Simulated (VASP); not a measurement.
# BaZrO3 (Pm-3m) in VASP: notebook

The runs below take BaZrO3 through single point, with PBE.

Everything below comes from runs of VASP 6.6.1. Logs are shortened: lines on timing, memory, paths and dates and some standing lists are left out, and cuts for length are marked.

### Step 1. The cell of the first run

Symmetry: Pm-3m, No. 221, cubic system. The conventional cell has a = 4.310 Å, b = 4.310 Å, c = 4.310 Å, α = 90.00°, β = 90.00°, γ = 90.00°. Ba (site symmetry m-3m) has 12 O at 3.05 Å and 8 Zr at 3.73 Å within 4.0 Å. Zr (site symmetry m-3m) has 6 O at 2.16 Å within 2.9 Å. O (site symmetry 4/mmm) has 2 Zr at 2.16 Å within 2.9 Å.

### Step 2. Single point, PBE (volume scaled by 1.06)

INCAR reads:

```
ALGO = Normal
EDIFF = 1E-6
ENCUT = 520
GGA = PE
ISIF = 2
ISMEAR = 0
LASPH = T
LCHARG = F
LREAL = F
LWAVE = F
NBANDS = 28
NELM = 80
PREC = Accurate
SIGMA = 0.02
```

KPOINTS reads:

```
k-points
0
Gamma
  6 6 6
```

POSCAR reads:

```
BaZrO3
1.0
    4.3100692514      0.0000000000      0.0000000000
    0.0000000000      4.3100692514      0.0000000000
    0.0000000000      0.0000000000      4.3100692514
Ba Zr O
1 1 3
Direct
    0.0000000000      0.0000000000      0.0000000000
    0.5000000000      0.5000000000      0.5000000000
    0.0000000000      0.5000000000      0.5000000000
    0.5000000000      0.0000000000      0.5000000000
    0.5000000000      0.5000000000      0.0000000000
```

Potentials or basis: VASP PAW PBE potentials, release 64 (Ba_sv, Zr_sv, O).

Command:

```sh
> cat potpaw_PBE.64/Ba_sv/POTCAR potpaw_PBE.64/Zr_sv/POTCAR potpaw_PBE.64/O/POTCAR > POTCAR
> mpirun -np 1 vasp_std > vasp.out
```

OUTCAR:

```text
EDIFF = 1E-6
   ENCUT = 520
   GGA = PE
   ISIF = 2
   ISMEAR = 0
   LASPH = T
   LREAL = F
   NELM = 80
   PREC = Accurate

 ion  position               nearest neighbor table
   1  0.000  0.000  0.000-   3 3.05   4 3.05   5 3.05   3 3.05   4 3.05   3 3.05   5 3.05   3 3.05
                             4 3.05   5 3.05   4 3.05   5 3.05   2 3.73   2 3.73   2 3.73   2 3.73
   2  0.500  0.500  0.500-   3 2.16   4 2.16   5 2.16   5 2.16   4 2.16   3 2.16   1 3.73   1 3.73
                             1 3.73   1 3.73   1 3.73   1 3.73   1 3.73   1 3.73
   3  0.000  0.500  0.500-   2 2.16   2 2.16   1 3.05   1 3.05   1 3.05   1 3.05
   4  0.500  0.000  0.500-   2 2.16   2 2.16   1 3.05   1 3.05   1 3.05   1 3.05
   5  0.500  0.500  0.000-   2 2.16   2 2.16   1 3.05   1 3.05   1 3.05   1 3.05

  LATTYP: Found a simple cubic cell.
 ALAT       =     4.3100692514

  Lattice vectors:

 A1 = (   4.3100692514,   0.0000000000,   0.0000000000)
 A2 = (   0.0000000000,   4.3100692514,   0.0000000000)
 A3 = (   0.0000000000,   0.0000000000,   4.3100692514)

Analysis of symmetry for initial positions (statically):
=====================================================================
 Subroutine PRICEL returns:
 Original cell was already a primitive cell.

 Routine SETGRP: Setting up the symmetry group for a
 simple cubic supercell.

 Subroutine GETGRP returns: Found 48 space group operations
 (whereof 48 operations were pure point group operations)
 out of a pool of 48 trial point group operations.

The static configuration has the point symmetry O_h .

Analysis of symmetry for dynamics (positions and initial velocities):
=====================================================================
 Subroutine PRICEL returns:
 Original cell was already a primitive cell.

 Routine SETGRP: Setting up the symmetry group for a
 simple cubic supercell.

 Subroutine GETGRP returns: Found 48 space group operations
 (whereof 48 operations were pure point group operations)
 out of a pool of 48 trial point group operations.

The dynamic configuration has the point symmetry O_h .

 Subroutine INISYM returns: Found 48 space group operations
 (whereof 48 operations are pure point group operations),
 and found     1 'primitive' translations

----------------------------------------------------------------------------------------

                                     Primitive cell

  volume of cell :      80.0669

  direct lattice vectors                    reciprocal lattice vectors
     4.310069251  0.000000000  0.000000000     0.232014834  0.000000000  0.000000000
     0.000000000  4.310069251  0.000000000     0.000000000  0.232014834  0.000000000
     0.000000000  0.000000000  4.310069251     0.000000000  0.000000000  0.232014834

  length of vectors
     4.310069251  4.310069251  4.310069251     0.232014834  0.232014834  0.232014834

  position of ions in fractional coordinates (direct lattice)
     0.000000000  0.000000000  0.000000000
     0.500000000  0.500000000  0.500000000
     0.000000000  0.500000000  0.500000000
     0.500000000  0.000000000  0.500000000
     0.500000000  0.500000000  0.000000000

  ion indices of the primitive-cell ions
   primitive index   ion index
                 1           1
                 2           2
                 3           3
                 4           4
                 5           5

----------------------------------------------------------------------------------------

 KPOINTS: k-points

Automatic generation of k-mesh.
 Grid dimensions read from file:
 generate k-points for:    6    6    6

 Generating k-lattice:

  Cartesian coordinates                     Fractional coordinates (reciprocal lattice)
     0.038669139  0.000000000  0.000000000     0.166666667  0.000000000  0.000000000
     0.000000000  0.038669139  0.000000000     0.000000000  0.166666667  0.000000000
     0.000000000  0.000000000  0.038669139     0.000000000  0.000000000  0.166666667

  Length of vectors
     0.038669139  0.038669139  0.038669139

  Shift w.r.t. Gamma in fractional coordinates (k-lattice)
     0.000000000  0.000000000  0.000000000

 Subroutine IBZKPT returns following result:
 ===========================================

 Found     20 irreducible k-points:

 Following reciprocal coordinates:
            Coordinates               Weight
  0.000000  0.000000  0.000000      1.000000
  0.166667  0.000000  0.000000      6.000000
  0.333333  0.000000  0.000000      6.000000
  0.500000  0.000000  0.000000      3.000000
  0.166667  0.166667  0.000000     12.000000
  0.333333  0.166667  0.000000     24.000000
[... 12 lines left out ...]
  0.500000  0.500000  0.333333      6.000000
  0.500000  0.500000  0.500000      1.000000
   k-points           NKPTS =     20   k-points in BZ     NKDIM =     20   number of bands    NBANDS=     28
   number of dos      NEDOS =    301   number of ions     NIONS =      5
   total plane-waves  NPLWV =  32768
   dimension x,y,z NGX =    32 NGY =   32 NGZ =   32
   dimension x,y,z NGXF=    64 NGYF=   64 NGZF=   64
   ions per type =               1   1   3
   NGX,Y,Z   is equivalent  to a cutoff of  12.34, 12.34, 12.34 a.u.
   NGXF,Y,Z  is equivalent  to a cutoff of  24.69, 24.69, 24.69 a.u.
 SYSTEM =  unknown system
   PREC   = accura    normal or accurate (medium, high low for compatibility)
   ISTART =      0    job   : 0-new  1-cont  2-samecut
   ICHARG =      2    charge: 1-file 2-atom 10-const
   ISPIN  =      1    spin polarized calculation?
   LNONCOLLINEAR =      F non collinear calculations
   LSORBIT =      F    spin-orbit coupling
   LASPH  =      T    aspherical Exc in radial PAW
   ENCUT  =  520.0 eV  38.22 Ry    6.18 a.u.   8.01  8.01  8.01*2*pi/ulx,y,z
   NELM   =     80;   NELMIN=  2; NELMDL= -5     # of ELM steps
   EDIFF  = 0.1E-05   stopping-criterion for ELM
   LREAL  =      F    real-space projection
   EDIFFG = 0.1E-04   stopping-criterion for IOM
   NSW    =      0    number of steps for IOM
   IBRION =     -1    ionic relax: 0-MD 1-quasi-New 2-CG
   NFREE  =      0    steps in history (QN), initial steepest desc. (CG)
   ISIF   =      2    stress and relaxation
   ISYM   =      2    0-nonsym 1-usesym 2-fastsym
   POTIM  = 0.5000    time-step for ionic-motion
   TEBEG  =    0.0;   TEEND  =   0.0 temperature during run
   PSTRESS=    0.0 pullay stress
   NELECT =      40.0000    total number of electrons
   NUPDOWN=      -1.0000    fix difference up-down
   EMIN   =  10.00;   EMAX   =-10.00  energy-range for DOS
   EFERMI =   0.00;   METHOD = LEGACY
   ISMEAR =     0;   SIGMA  =   0.02  broadening in eV -4-tet -1-fermi 0-gaus
   EFERMI_NEDOS =   21; number of points for ismear=-14 and -15
   IALGO  =     38    algorithm
   IMIX   =      4    mixing-type and parameters
     AMIX     =   0.40;   BMIX     =  1.00
     AMIX_MAG =   1.60;   BMIX_MAG =  1.00
  volume/ion in A,a.u.               =      16.01       108.06
  Fermi-wavevector in a.u.,A,eV,Ry     =   1.299004  2.454762 22.958635  1.687412
  Thomas-Fermi vector in A             =   2.430296
   LORBIT       =      0    0 simple, 1 ext, 2 COOP (PROOUT), +10 PAW based schemes
   GGA     = PE    functional components
   LHFCALC =     F    Hartree Fock is set to
   AEXX    =    0.0000 exact exchange contribution
   IVDW    =     0    specifies the selected vdW correction
   LEPSILON=     F    determine dielectric tensor
   LRPA    =     F    only Hartree local field effects (RPA)
 non-spin polarized calculation
 Gauss-broadening in eV      SIGMA  =   0.02
  energy-cutoff  :      520.00
  volume of cell :       80.07
 maximum number of plane-waves:      2178
   NGX = 17   NGY = 17   NGZ = 17

 number of electron      39.9999977 magnetization

 Free energy of the ion-electron system (eV)
  ---------------------------------------------------
  ext. energy  EPLUGINS =         0.00000000
  ---------------------------------------------------
  free energy    TOTEN  =       -41.63728194 eV

  energy without entropy =      -41.63728194  energy(sigma->0) =      -41.63728194

 E-fermi :   3.4392     XC(G=0): -10.3538

 val. band max:        3.2125447018   @ k =   0.5000   0.5000   0.5000
 cond. band min:       6.2084433897   @ k =   0.0000   0.0000   0.0000
 fundamental gap:      2.9958986879
 Fermi energy:         3.4391876566

 k-point     1 :       0.0000    0.0000    0.0000
  band No.  band energies     occupation
      1     -44.3282      2.00000
      2     -22.3858      2.00000
      3     -22.3858      2.00000
      4     -22.3858      2.00000
      5     -22.3730      2.00000
      6     -13.0061      2.00000
[... 20 lines left out ...]
     27       9.8087      0.00000
     28       9.8087      0.00000

 k-point     2 :       0.1667    0.0000    0.0000
  band No.  band energies     occupation
      1     -44.3277      2.00000
      2     -22.4828      2.00000
      3     -22.3847      2.00000
      4     -22.3847      2.00000
      5     -22.3081      2.00000
      6     -12.9947      2.00000
[... 20 lines left out ...]
     27       9.8084      0.00000
     28      10.5641      0.00000

 k-point     3 :       0.3333    0.0000    0.0000
  band No.  band energies     occupation
      1     -44.3267      2.00000
      2     -22.5872      2.00000
      3     -22.3826      2.00000
      4     -22.3826      2.00000
      5     -22.2653      2.00000
      6     -13.0522      2.00000
[... 20 lines left out ...]
     27      10.2028      0.00000
     28      10.4399      0.00000

 k-point     4 :       0.5000    0.0000    0.0000
  band No.  band energies     occupation
      1     -44.3261      2.00000
      2     -22.6323      2.00000
      3     -22.3815      2.00000
      4     -22.3815      2.00000
      5     -22.2500      2.00000
      6     -13.0911      2.00000
[... 454 lines left out ...]
     27      10.9881      0.00000
     28      11.6206      0.00000

 k-point    19 :       0.5000    0.5000    0.3333
  band No.  band energies     occupation
      1     -44.3227      2.00000
      2     -22.5406      2.00000
      3     -22.5406      2.00000
      4     -22.4999      2.00000
      5     -22.2942      2.00000
      6     -12.2299      2.00000
[... 20 lines left out ...]
     27      11.2292      0.00000
     28      11.9183      0.00000

 k-point    20 :       0.5000    0.5000    0.5000
  band No.  band energies     occupation
      1     -44.3222      2.00000
      2     -22.5392      2.00000
      3     -22.5392      2.00000
      4     -22.5392      2.00000
      5     -22.2882      2.00000
      6     -12.0207      2.00000
[... 20 lines left out ...]
     27      11.8149      0.00000
     28      11.8149      0.00000

------------------------ aborting loop because EDIFF is reached ----------------------------------------

  FORCE on cell =-STRESS in cart. coord.  units (eV):
  Direction    XX          YY          ZZ          XY          YZ          ZX
  --------------------------------------------------------------------------------------
  -------------------------------------------------------------------------------------
  Total       -3.4633229     -3.4633229     -3.4633229     -0.0000000      0.0000000      0.0000000
  in kB      -69.3028071    -69.3028071    -69.3028071     -0.0000000      0.0000000      0.0000000
  external PRESSURE =     -69.3028071 kB  Pullay stress =       0.0000000 kB

 VOLUME and BASIS-vectors are now :
 -----------------------------------------------------------------------------
  energy-cutoff  :      520.00
  volume of cell :       80.07
      direct lattice vectors                 reciprocal lattice vectors
     4.310069251  0.000000000  0.000000000     0.232014834  0.000000000  0.000000000
     0.000000000  4.310069251  0.000000000     0.000000000  0.232014834  0.000000000
     0.000000000  0.000000000  4.310069251     0.000000000  0.000000000  0.232014834

 POSITION                                       TOTAL-FORCE (eV/Angst)
 -----------------------------------------------------------------------------------
      0.00000      0.00000      0.00000         0.000000      0.000000      0.000000
      2.15503      2.15503      2.15503         0.000000      0.000000      0.000000
      0.00000      2.15503      2.15503         0.000000      0.000000      0.000000
      2.15503      0.00000      2.15503         0.000000      0.000000      0.000000
      2.15503      2.15503      0.00000         0.000000      0.000000      0.000000
 -----------------------------------------------------------------------------------
    total drift:                                0.000000     -0.000000     -0.000000

  FREE ENERGIE OF THE ION-ELECTRON SYSTEM (eV)
  ---------------------------------------------------
  free  energy   TOTEN  =       -41.6372819355 eV

  energy  without entropy=      -41.6372819355  energy(sigma->0) =      -41.63728194
```

Run time: 71 s. Hardware: 1 thread of AMD EPYC 7R13, shared host; peak memory 0.17 GiB.

What came out:

```yaml
Free_energy: -41.6373 eV
Pressure: -6.9 GPa
Band_gap_on_the_k_mesh: 3.00 eV, indirect (least direct gap 3.29 eV)
```

Caveat: the cell differs from its parent crystal (volume scaled by 1.06); spin-orbit coupling is left out, which moves the levels of the heavy elements. A k mesh can miss the band edges.

### Step 3. Single point, PBE

This run uses another cell than the first one, of 15.11 Å³/atom, 0.943 times its volume.

INCAR reads:

```
PREC     = Accurate       # precision mode
ENCUT    = 910            # plane-wave cutoff, eV
EDIFF    = 1E-6           # SCF threshold, eV
ISMEAR   = 0              # smearing method
SIGMA    = 0.02           # smearing width, eV
LREAL    = F              # projectors in reciprocal space
LASPH    = T              # aspherical terms in the spheres
NELM     = 120            # most SCF steps
ALGO     = Normal         # electronic algorithm
ISIF     = 2              # what is computed and relaxed
LWAVE    = F              # write WAVECAR
LCHARG   = F              # write CHGCAR
GGA      = PE             # functional
NBANDS   = 28             # bands
GGA_COMPAT= F
```

KPOINTS reads:

```
Automatic mesh
0
Gamma
  6 6 6
```

Edit POSCAR of step 2 so:

```diff
@@ -2,5 +2,5 @@
 1.0
-    4.3100692514      0.0000000000      0.0000000000
-    0.0000000000      4.3100692514      0.0000000000
-    0.0000000000      0.0000000000      4.3100692514
+    4.2271626372      0.0000000000      0.0000000000
+    0.0000000000      4.2271626372      0.0000000000
+    0.0000000000      0.0000000000      4.2271626372
 Ba Zr O
```

Potentials or basis: VASP PAW PBE potentials, release 64 (Ba_sv, Zr_sv, O_h).

Command:

```sh
> cat potpaw_PBE.64/Ba_sv/POTCAR potpaw_PBE.64/Zr_sv/POTCAR potpaw_PBE.64/O_h/POTCAR > POTCAR
> mpirun -np 1 vasp_std > vasp.out
```

Run time: 69 s. Hardware: 1 thread of Intel Xeon 6975P-C (Granite Rapids), shared host; peak memory 0.31 GiB.

The run converged. Its results:

| Item | Value |
| --- | --- |
| Free energy | -41.7453 eV |
| Pressure | 0.7 GPa |
| Band gap on the k mesh | 3.14 eV, indirect (least direct gap 3.39 eV) |

Levels at points of the mesh, in eV from the valence-band top:
```
           k point  band 16  band 17  band 18  band 19  band 20  band 21  band 22  band 23  band 24  band 25
(0.00, 0.00, 0.00)    -0.95    -0.95    -0.25    -0.25    -0.25     3.14     3.14     3.14     4.62     4.62
(0.50, 0.00, 0.00)    -1.69    -1.69    -1.61    -0.48    -0.48     3.56     5.55     5.55     6.34     6.56
(0.50, 0.50, 0.00)    -2.32    -0.93    -0.93    -0.84    -0.07     5.52     5.52     6.31     6.35     7.51
(0.50, 0.50, 0.50)    -2.52    -2.52     0.00     0.00     0.00     5.88     5.88     5.88     6.78     6.78
```

Caveat: the cutoff is under 1.25 times the usual one of these potentials, so pressure, stress and relaxed cells hold a basis-set (Pulay) error; spin-orbit coupling is left out, which moves the levels of the heavy elements. As with any semilocal functional, this PBE gap is likely too small.
